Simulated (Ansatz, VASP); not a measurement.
BaSnAu in VASP and in Ansatz

INCAR

```
PREC = Accurate
ENCUT = 520
EDIFF = 1E-6
ISMEAR = 0
SIGMA = 0.1
LREAL = False
LASPH = True
NELM = 100
ALGO = Normal
ISIF = 2
LWAVE = False
LCHARG = False
GGA = PE
NBANDS = 24
```

File KPOINTS:

```
regular mesh
0
Gamma
  6 6 2
```

File POSCAR:

```
BaSnAu
1.0
    3.3979511400      0.0000000000      0.0000000000
    0.0000000000      3.3979511400      0.0000000000
    0.0000000000      0.0000000000      9.1155246800
Ba Sn Au
1 1 1
Direct
    0.0000000000      0.0000000000      0.0000000000
    0.5000000000      0.5000000000      0.5000000000
    0.0000000000      0.0000000000      0.5000000000
```

Input for Ansatz:

```yaml
crystal:
  lattice:
    - [3.39795114, 0.0, 0.0]
    - [0.0, 3.39795114, 0.0]
    - [0.0, 0.0, 9.11552468]
  atoms:
    - { symbol: Ba, position: [0.0, 0.0, 0.0] }
    - { symbol: Sn, position: [0.5, 0.5, 0.5] }
    - { symbol: Au, position: [0.0, 0.0, 0.5] }
basis:
  ecutwfc: 420
kpoints:
  mp_grid: { grid: [6, 6, 2] }
hamiltonian:
  xc: pbe
scf:
  occupations: { method: gaussian, width: 0.1 }
  lower_state_search: "off"
output:
  forces: true
  stress: true
  eigenvalues: true
```

Alike in both runs: task single point; functional PBE; k mesh 6 × 6 × 2; occupations gaussian, width 0.1 eV; no spin polarisation.

|  | VASP | Ansatz |
| --- | --- | --- |
| version | VASP 6.6.1 | Ansatz 0.2.0 |
| potentials or method | VASP PAW PBE potentials, release 64 (Ba_sv, Sn_d, Au), cutoff 520 eV | scalar-relativistic, plane waves, PAW |
| valence electrons in the cell | 35 | 43 |

```csv
,VASP,Ansatz,Ansatz less VASP
gap on the k mesh at the Fermi level (eV),none,none,-
pressure (GPa),21.9,21.7,-0.24
"traceless stress, the component that is largest in VASP (GPa)",-26.56,-26.28,+0.283
```

A gap of «none» marks a metal or a gap that the smearing closes. VASP's potentials hold 35 valence electrons a cell and Ansatz's 43, so a difference there can come from the potentials and not from the codes.

Neither program's run includes spin-orbit coupling.
